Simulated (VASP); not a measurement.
**Sb: single point with revPBE**

The system is Sb.

```
Sb
1.0
    -1.91175    1.91175    1.91175
     1.91175   -1.91175    1.91175
     1.91175    1.91175   -1.91175
Sb
1
Direct
  0.00000 0.00000 0.00000
```

| Property | Result |
| --- | --- |
| Program | VASP 6.6.1 |
| Task | single point |
| Functional | revPBE |
| Potentials or basis | VASP PAW PBE potentials, release 64 (Sb) |
| Cutoff | 520 eV |
| k mesh | 10 × 10 × 10 |
| Occupations | fermi-dirac, width 0.05 eV |
| Spin | no spin polarisation |

```yaml
Pressure: -0.2 GPa
```

Levels at points of the mesh, in eV from the Fermi level:
```tsv
k point	band 1	band 2	band 3	band 4	band 5
(0.00, 0.00, 0.00)	-12.54	5.24	5.24	5.24	10.39
(0.50, 0.00, 0.00)	-8.72	-5.35	1.62	3.63	6.29
(0.50, 0.50, 0.50)	-5.72	-1.90	-1.90	-1.90	3.04
```

Run time: 12 s on 1 thread of Intel Xeon 8259CL, on a shared host, peak memory 0.15 GiB.

Caveat: the PAW data sets were made with another functional, which shifts forces and pressure a little; spin-orbit coupling is left out, which moves the levels of the heavy elements.
